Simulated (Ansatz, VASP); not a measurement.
**C in VASP and in Ansatz**

File INCAR:

```
ALGO = Normal
EDIFF = 1E-7
ENCUT = 520
GGA = PS
ISIF = 2
ISMEAR = -1
LASPH = True
LCHARG = False
LREAL = False
LWAVE = False
NBANDS = 11
NELM = 60
PREC = Accurate
SIGMA = 0.15
```

Contents of KPOINTS:

```
k-points
0
Gamma
  16 16 10
```

File POSCAR:

```
C
1.0
    2.1150374856     -1.2070092369      0.0000000000
    2.1396031344      1.2495556431      0.0000000000
   -1.3790696300     -0.0137906963      3.5028300800
C
2
Direct
    0.8333555300      0.8333555300      0.0000930400
    0.1666444700      0.1666444700      0.9999069600
```

Input for Ansatz:

```yaml
crystal:
  lattice:
    - [2.1150374856, -1.2070092369, 0.0]
    - [2.1396031344, 1.2495556431000001, 0.0]
    - [-1.37906963, -0.0137906963, 3.50283008]
  atoms:
    - { symbol: C, position: [0.83335553, 0.83335553, 9.304e-05] }
    - { symbol: C, position: [0.16664447, 0.16664447, 0.99990696] }
basis:
  ecutwfc: 450.0
kpoints:
  mp_grid:
    grid: [16, 16, 10]
hamiltonian:
  xc: pbesol
scf:
  occupations:
    method: fermi_dirac
    width: 0.15
output:
  stress: true
```

Alike in both runs: task single point; functional PBEsol; k mesh 16 × 16 × 10; occupations fermi-dirac, width 0.15 eV; no spin polarisation.

|  | VASP | Ansatz |
| --- | --- | --- |
| version | VASP 6.6.1 | Ansatz 0.2.0 |
| potentials or method | VASP PAW PBE potentials, release 64 (C), cutoff 520 eV | plane waves, PAW |
| valence electrons in the cell | 8 | 8 |

|  | VASP | Ansatz | Ansatz less VASP |
| --- | --- | --- | --- |
| pressure (GPa) | 1.7 | 1.1 | -0.64 |
| traceless stress, the component that is largest in VASP (GPa) | -8.85 | -8.82 | +0.031 |

VASP's potentials were made for PBE, not for PBEsol. The functional is the same, so the differences come from potentials, cutoffs and numerics.
